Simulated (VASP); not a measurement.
Si: single point with r2SCAN

Si:

```
CELL_PARAMETERS angstrom
-1.45003 1.45003 1.45003
1.45003 -1.45003 1.45003
1.45003 1.45003 -1.45003
ATOMIC_POSITIONS crystal
Si 0.00000 0.00000 0.00000
```

This isn't the form of Si at room conditions, which is diamond.

| Item | Value |
| --- | --- |
| Program | VASP 6.6.1 |
| Task | single point |
| Functional | r2SCAN |
| Potentials or basis | VASP PAW PBE potentials, release 64 (Si) |
| Cutoff | 550 eV |
| k mesh | 10 × 10 × 10 |
| Occupations | methfessel-paxton, width 0.05 eV |
| Spin | no spin polarisation |

```json
{"Pressure": "20.0 GPa", "Band gap on the k mesh": "zero (bands 2 and 3 overlap by 18.40 eV)"}
```

Levels at points of the mesh, in eV from the Fermi level:
| k point | band 1 | band 2 | band 3 | band 4 | band 5 |
| --- | --- | --- | --- | --- | --- |
| (0.00, 0.00, 0.00) | -16.96 | 14.23 | 14.23 | 14.23 | 15.08 |
| (0.50, 0.00, 0.00) | -8.22 | -7.69 | 7.20 | 8.14 | 10.01 |
| (0.50, 0.50, 0.50) | -0.54 | -0.54 | -0.54 | 1.65 | 1.65 |

Run time: 14 s on 1 thread of Intel(R) Xeon(R) Platinum 8259CL CPU @ 2.50GHz (Skylake/Cascade Lake), with other jobs on the host, peak memory 0.12 GiB.

Caveat: the cell stands under pressure; the PAW data sets were made with another functional, which shifts forces and pressure a little.
